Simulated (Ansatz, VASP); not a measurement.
**One calculation of ZnF2, two programs**

```
CELL_PARAMETERS angstrom
4.75155 0.00000 0.00000
0.00000 4.75155 0.00000
0.00000 0.00000 3.14341
ATOMIC_POSITIONS crystal
Zn 0.00000 0.00000 0.00000
Zn 0.50000 0.50000 0.50000
F 0.30438 0.30438 0.00000
F 0.19562 0.80438 0.50000
F 0.69562 0.69562 0.00000
F 0.80438 0.19562 0.50000
```

Alike in both runs: task single point; functional PBE; k mesh 4 × 4 × 6; no spin polarisation.

```csv
,VASP,Ansatz
version,VASP 6.6.1,Ansatz 0.2.0
potentials or method,"VASP PAW PBE potentials, release 64 (Zn, F)","plane waves, PAW"
plane-wave cutoff (eV),600,420
occupations,"gaussian, width 0.01 eV",fixed
valence electrons in the cell,52,52
```

```csv
,VASP,Ansatz,Ansatz less VASP
gap on the k mesh at the Fermi level (eV),3.51,3.58,+0.074
pressure (GPa),3.9,3.4,-0.54
"traceless stress, the component that is largest in VASP (GPa)",0.71,0.49,-0.218
rms of the force components (eV/Å),0.034,0.027,-0.0073
```

Atom by atom the forces differ by 0.007 eV/Å (rms over components).
